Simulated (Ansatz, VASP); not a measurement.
## CuO: VASP beside Ansatz

```
CELL_PARAMETERS angstrom
4.16094 0.00000 0.00000
0.00000 4.16094 0.00000
0.00000 0.00000 3.88764
ATOMIC_POSITIONS crystal
Cu 0.50000 0.00000 0.50000
Cu 0.00000 0.50000 0.50000
Cu 0.00000 0.00000 0.00000
O 0.00000 0.00000 0.50000
O 0.50000 0.00000 0.00000
O 0.00000 0.50000 0.00000
```

Alike in both runs: task relaxation of cell and atoms; functional RPBE; k mesh 7 × 7 × 7; occupations fermi-dirac, width 0.05 eV; no spin polarisation.

```csv
,VASP,Ansatz
version,VASP 6.6.1,Ansatz 0.2.0
potentials or method,"VASP PAW PBE potentials, release 64 (Cu, O)",Ansatz PAW
plane-wave cutoff (eV),600,420
valence electrons in the cell,51,75
```

```csv
,VASP,Ansatz,Ansatz less VASP
"gap on the k mesh at the Fermi level, each at its own relaxed structure (eV)",none,none,-
relaxed volume (Å³/atom),12.04,12.05,+0.009
relaxed length of the cell vector where the two differ most in proportion (Å),3.887,3.870,-0.0171
```

VASP's potentials were made for PBE, not for RPBE. A gap of «none» marks a metal or a gap that the smearing closes. VASP's potentials hold 51 valence electrons a cell and Ansatz's 75, so a difference there can come from the potentials and not from the codes.

Noted on Ansatz's run: the plane-wave basis is chosen anew once the cell has moved, so the energies of steps on either side of that aren't comparable.
